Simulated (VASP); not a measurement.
Runs of VASP 6.6.1 on Se. The structure is that of space group Fd-3m (No. 227), or close to it. The cells are those of the table. 

```tsv
task	cell	cutoff (eV)	gap on the mesh (eV)	pressure (GPa)
relaxation of cell and atoms	relaxed to 60 GPa from a = 4.257 Å, angles 60.0°, 2 atoms	600	none	60.0
single point	a = 3.754 Å, angles 60.0°, 2 atoms	520	none	(a)
relaxation of cell and atoms	relaxed to 20 GPa from a = 4.257 Å, angles 60.0°, 2 atoms	600	none	19.9
single point	a = 4.072 Å, angles 60.0°, 2 atoms	520	none	20.2
```

Alike in all rows: level PBE; potentials or basis VASP PAW PBE potentials, release 64 (Se); no spin polarisation; k mesh 5 × 5 × 5; smearing fermi-dirac 0.01 eV.

Problem. Estimate the missing entries.

Solution. (a) 60.7.

Caveats: all runs use coarse meshes; the cell is relaxed towards a set pressure, so the enthalpy falls and the energy may rise (some runs).

A k mesh can miss the band edges, and the runs leave out spin-orbit coupling on Se.

A gap of «none» marks levels without a gap at the run's occupations.
